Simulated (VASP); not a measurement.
A run of VASP 6.6.1:

File INCAR:

```
SYSTEM = CS2
  ALGO = Normal
  EDIFF = 1E-6
  ENCUT = 520
  GGA = CA
  ISIF = 2
  ISMEAR = 0
  LASPH = .TRUE.
  LCHARG = .FALSE.
  LREAL = .FALSE.
  LWAVE = .FALSE.
  NBANDS = 25
  NELM = 100
  PREC = Accurate
  SIGMA = 0.01
```

The input KPOINTS:

```
k-points
0
G
  6 6 4
  0 0 0
```

Contents of POSCAR:

```
CS2
1.0
    3.6457880000     -2.9943140000      0.0000000000
    3.6457880000      2.9943140000      0.0000000000
    0.0000000000      0.0000000000      9.8512570000
S C
4 2
Direct
    0.1815210000      0.8184790000      0.8868670000
    0.3184790000      0.6815210000      0.3868670000
    0.6815210000      0.3184790000      0.6131330000
    0.8184790000      0.1815210000      0.1131330000
    0.5000000000      0.5000000000      0.5000000000
    0.0000000000      0.0000000000      0.0000000000
```

Potentials or basis: VASP PAW LDA potentials, release 64 (S, C).

Command:

```sh
$ cat potpaw_LDA.64/S/POTCAR potpaw_LDA.64/C/POTCAR > POTCAR
$ mpirun -np 1 vasp_std > vasp.out
```

Hardware: 1 thread of Intel(R) Xeon(R) 6975P-C (Granite Rapids), on a shared host.

Q: Estimate the wall time of this run.

A: Run time: 94 s on 1 thread of Intel(R) Xeon(R) 6975P-C (Granite Rapids), with other jobs on the host, peak memory 0.33 GiB. Counts: scf iterations 14, k points 39.
